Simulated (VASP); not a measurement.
Wanted: the native input for a VASP 6.6.1 run.

- Task: single point
- Functional: r2SCAN
- Potentials or basis: VASP PAW PBE potentials, release 64 (Na_pv, I)
- Cutoff: 520 eV
- k mesh: 6 × 6 × 6
- Occupations: gaussian, width 0.01 eV
- Spin: no spin polarisation
- Dipole correction: no
- Further INCAR settings: ALGO = Normal; EDIFF = 1e-06; NBANDS = 14

The system is NaI.

```
Na I
1.0
     4.11978    0.00000    0.00000
     0.00000    4.11978    0.00000
     0.00000    0.00000    4.11978
Na I
1 1
Direct
  0.00000 0.00000 0.00000
  0.50000 0.50000 0.50000
```

This cell differs from its parent crystal: volume changed by +6%.

One way to write it, as run:

POSCAR

```
NaI
1.0
    4.1197829155      0.0000000000      0.0000000000
    0.0000000000      4.1197829155      0.0000000000
    0.0000000000      0.0000000000      4.1197829155
Na I
1 1
Direct
    0.0000000000      0.0000000000      0.0000000000
    0.5000000000      0.5000000000      0.5000000000
```

INCAR.step1

```
SYSTEM = NaI
  ALGO = Normal
  EDIFF = 1E-4
  ENCUT = 520
  GGA = PE
  ISMEAR = 0
  LASPH = .True.
  LCHARG = .False.
  LREAL = .False.
  LWAVE = .True.
  NBANDS = 14
  NELM = 100
  PREC = Accurate
  SIGMA = 0.01
```

INCAR.step2

```
SYSTEM = NaI
  ALGO = Normal
  EDIFF = 1E-6
  ENCUT = 520
  ISIF = 2
  ISMEAR = 0
  ISTART = 1
  LASPH = .True.
  LCHARG = .True.
  LELF = .True.
  LMIXTAU = .True.
  LREAL = .False.
  LVHAR = .True.
  LWAVE = .False.
  METAGGA = R2SCAN
  NBANDS = 14
  NELM = 100
  PREC = Accurate
  SIGMA = 0.01
```

KPOINTS

```
k-points
0
Gamma
  6 6 6
  0 0 0
```

Potentials or basis: VASP PAW PBE potentials, release 64 (Na_pv, I).

The run is started by

```bash
$ cat potpaw_PBE.64/Na_pv/POTCAR potpaw_PBE.64/I/POTCAR > POTCAR
$ cp INCAR.step1 INCAR
$ mpirun -np 1 vasp_std > vasp.out
$ cp INCAR.step2 INCAR
$ mpirun -np 1 vasp_std > vasp.out
```

It gave:

| Property | Result |
| --- | --- |
| Pressure | -1.0 GPa |
| Band gap on the k mesh | 2.97 eV, indirect (least direct gap 3.47 eV) |

Caveat: the PAW data sets were made with another functional, which shifts forces and pressure a little; spin-orbit coupling is left out, which moves the levels of the heavy elements.

Wall time 37 s on 1 thread of Intel(R) Xeon(R) Platinum 8259CL CPU @ 2.50GHz (Skylake/Cascade Lake), with other jobs on the host, peak memory 0.19 GiB.
